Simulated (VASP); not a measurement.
# NaH (Fm-3m) in VASP: a series of runs, part 2 of 2

VASP 6.6.1.

### Step 4. Dielectric tensor, r2SCAN

Input file INCAR:

```
ALGO     = Normal         # electronic algorithm
EDIFF    = 1E-8           # SCF threshold, eV
ENCUT    = 520            # plane-wave cutoff, eV
ISIF     = 2              # what is computed and relaxed
ISMEAR   = 0              # smearing method
LASPH    = True           # aspherical terms in the spheres
LCALCEPS = True         
LCHARG   = False          # write CHGCAR
LMIXTAU  = True         
LREAL    = False          # projectors in reciprocal space
LWAVE    = False          # write WAVECAR
METAGGA  = R2SCAN         # meta-GGA
NELM     = 60             # most SCF steps
PREC     = Accurate       # precision mode
SIGMA    = 0.01           # smearing width, eV
```

Input file KPOINTS:

```
k-points
0
Gamma
  8 8 8
```

Input file POSCAR:

```
NaH
1.0
    0.0000000000      2.3975116377      2.3975116377
    2.3975116377      0.0000000000      2.3975116377
    2.3975116377      2.3975116377      0.0000000000
Na H
1 1
Direct
    0.0000000000      0.0000000000      0.0000000000
    0.5000000000      0.5000000000      0.5000000000
```

Potentials or basis: VASP PAW PBE potentials, release 64 (Na_pv, H).

The run is started by

```
cat potpaw_PBE.64/Na_pv/POTCAR potpaw_PBE.64/H/POTCAR > POTCAR
mpirun -np 1 vasp_std > vasp.out
```

OUTCAR:

```text
EDIFF = 1E-8
   ENCUT = 520
   ISIF = 2
   ISMEAR = 0
   LASPH = True
   LREAL = False
   METAGGA = R2SCAN
   NELM = 60
   PREC = Accurate

 ion  position               nearest neighbor table
   1  0.000  0.000  0.000-
   2  0.500  0.500  0.500-

  LATTYP: Found a face centered cubic cell.
 ALAT       =     4.7950232754

  Lattice vectors:

 A1 = (   0.0000000000,   2.3975116377,   2.3975116377)
 A2 = (   2.3975116377,   0.0000000000,   2.3975116377)
 A3 = (   2.3975116377,   2.3975116377,   0.0000000000)
[... 483 lines left out ...]
 ion    2
    1    -0.94402     0.00000     0.00000
    2    -0.00000    -0.94402    -0.00000
    3    -0.00000    -0.00000    -0.94402

  FORCE on cell =-STRESS in cart. coord.  units (eV):
  Direction    XX          YY          ZZ          XY          YZ          ZX
  --------------------------------------------------------------------------------------
  -------------------------------------------------------------------------------------
  Total       -0.0523168     -0.0523168     -0.0523168      0.0000000      0.0000000     -0.0000000
  in kB       -3.0411637     -3.0411637     -3.0411637      0.0000000      0.0000000     -0.0000000
  external PRESSURE =      -3.0411637 kB  Pullay stress =       0.0000000 kB

 VOLUME and BASIS-vectors are now :
 -----------------------------------------------------------------------------
  energy-cutoff  :      520.00
  volume of cell :       27.56
      direct lattice vectors                 reciprocal lattice vectors
     0.000000000  2.397511638  2.397511638    -0.208549561  0.208549561  0.208549561
     2.397511638  0.000000000  2.397511638     0.208549561 -0.208549561  0.208549561
     2.397511638  2.397511638  0.000000000     0.208549561  0.208549561 -0.208549561

 POSITION                                       TOTAL-FORCE (eV/Angst)
 -----------------------------------------------------------------------------------
      0.00000      0.00000      0.00000         0.000000      0.000000     -0.000000
      2.39751      2.39751      2.39751        -0.000000      0.000000      0.000000
 -----------------------------------------------------------------------------------
    total drift:                               -0.000000      0.000000      0.000000

  FREE ENERGIE OF THE ION-ELECTRON SYSTEM (eV)
  ---------------------------------------------------
  free  energy   TOTEN  =        -7.6503929304 eV

  energy  without entropy=       -7.6503929304  energy(sigma->0) =       -7.65039293
```

OSZICAR:

```text
N       E                     dE             d eps       ncg     rms          rms(c)
DAV:   1     0.143362485189E+02    0.14336E+02   -0.52078E+03   472   0.109E+03
DAV:   2    -0.790663065173E+01   -0.22243E+02   -0.22164E+02   528   0.134E+02
DAV:   3    -0.840616043372E+01   -0.49953E+00   -0.49953E+00   600   0.261E+01
[... 13 lines left out ...]
DMP:   7    -0.765039281910E+01   -0.26935E-06   -0.16971E-06  1200   0.291E-06   0.256E-06
DMP:   8    -0.765039289025E+01   -0.71159E-07   -0.46869E-07  1200   0.154E-06  -0.708E-07
DMP:   9    -0.765039290605E+01   -0.15792E-07   -0.36231E-07  1200   0.108E-06  -0.337E-07
DMP:  10    -0.765039292363E+01   -0.17587E-07   -0.20272E-07  1200   0.479E-07   0.529E-08
DMP:  11    -0.765039293042E+01   -0.67859E-08   -0.93601E-08  1200   0.269E-07  -0.666E-08
   1 F= -.76503929E+01 E0= -.76503929E+01  d E =-.447517E-28
```

stdout:

```text
POSCAR found type information on POSCAR NaH
 POSCAR found :  2 types and       2 ions
 scaLAPACK will be used
 -----------------------------------------------------------------------------
|                                                                             |
[... 86 lines left out ...]
dp_tot=(  0.753E-06  0.754E-06  0.274E-02 )  diag[e(oo)]=(    ---      ---    2.80100 )
 p_tot=(  0.240E+01  0.240E+01  0.240E+01 )
dp_tot=(  0.743E-06  0.744E-06  0.274E-02 )  diag[e(oo)]=(    ---      ---    2.80060 )
 p_tot=(  0.240E+01  0.240E+01  0.240E+01 )
dp_tot=(  0.744E-06  0.745E-06  0.278E-02 )  diag[e(oo)]=(    ---      ---    2.82328 )
 final diagonalization full
 p_tot=(  0.240E+01  0.240E+01  0.240E+01 )
dp_tot=(  0.751E-06  0.752E-06  0.281E-02 )  diag[e(oo)]=(    ---      ---    2.84616 )
```

Run time: 12 min. Hardware: 1 thread of Intel Xeon 6975P-C (Granite Rapids), shared host; peak memory 0.29 GiB.

What came out:

| Property | Result |
| --- | --- |
| Band gap on the k mesh | 4.41 eV (least direct gap 5.26 eV) |
| Electronic dielectric tensor (diagonal) | 2.85 |
| Born charges (mean of the diagonal) | Na +0.94; H -0.94 e |

Levels at points of the mesh, in eV from the valence-band top:
| k point | band 1 | band 2 | band 3 | band 4 | band 5 | band 6 | band 7 | band 8 |
| --- | --- | --- | --- | --- | --- | --- | --- | --- |
| (0.00, 0.00, 0.00) | -22.86 | -22.86 | -22.86 | -3.62 | 11.66 | 16.53 | 16.53 | 16.53 |
| (0.50, 0.00, 0.00) | -22.95 | -22.87 | -22.87 | -0.84 | 4.41 | 11.86 | 14.06 | 14.06 |
| (0.50, 0.50, 0.00) | -22.94 | -22.89 | -22.89 | -0.17 | 5.24 | 10.80 | 11.54 | 11.54 |

Electronic dielectric tensor:
```
2.85 0.00 0.00
0.00 2.85 0.00
0.00 0.00 2.85
```

Born effective charge tensors (e):
atom 1, Na
```
0.94 0.00 0.00
0.00 0.94 0.00
0.00 0.00 0.94
```
atom 2, H
```
-0.94  0.00  0.00
 0.00 -0.94  0.00
 0.00  0.00 -0.94
```

Dipole moments of the cell (e·Å, modulo the quantum): ionic -2.398, -2.398, -2.398; electronic 4.795, 4.795, 4.798

Caveat: the PAW data sets were made with another functional, which shifts forces and pressure a little. A k mesh can miss the band edges.

### Step 5. Overview

```tsv
task	level	cell	gap on the mesh (eV)
vibrations by perturbation theory	PBEsol	a = 3.388 Å, angles 60.0°, 2 atoms	-
dielectric tensor	PBE	a = 3.391 Å, angles 60.0°, 2 atoms	3.80
dielectric tensor	r2SCAN	a = 3.391 Å, angles 60.0°, 2 atoms	4.41
```

Alike in all rows: potentials or basis VASP PAW PBE potentials, release 64 (Na_pv, H); no spin polarisation; k mesh 8 × 8 × 8; cutoff (eV) 520; smearing gaussian 0.01 eV.

Caveats: the PAW data sets were made with another functional, which shifts forces and pressure a little (at least some runs).

Total energies depend on the potentials used, so only differences within one code and one set of settings carry meaning.
